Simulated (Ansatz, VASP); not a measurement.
One calculation of TiC, two programs

```
CELL_PARAMETERS angstrom
0.00000 2.19365 2.10590
2.19365 0.00000 2.10590
2.19365 2.19365 0.00000
ATOMIC_POSITIONS crystal
Ti 0.00000 0.00000 0.00000
C 0.50000 0.50000 0.50000
```

Alike in both runs: task single point; functional PBE; k mesh 20 × 20 × 20; occupations gaussian, width 0.15 eV; no spin polarisation.

```csv
,VASP,Ansatz
version,VASP 6.6.1,Ansatz 0.2.0
potentials or method,"VASP PAW PBE potentials, release 64 (Ti_sv, C), cutoff 520 eV","scalar-relativistic, plane waves, PAW"
valence electrons in the cell,16,16
```

```csv
,VASP,Ansatz,Ansatz less VASP
gap on the k mesh at the Fermi level (eV),none,none,-
pressure (GPa),1.9,1.7,-0.20
"traceless stress, the component that is largest in VASP (GPa)",11.65,11.58,-0.071
```

A gap of «none» marks a metal or a gap that the smearing closes.
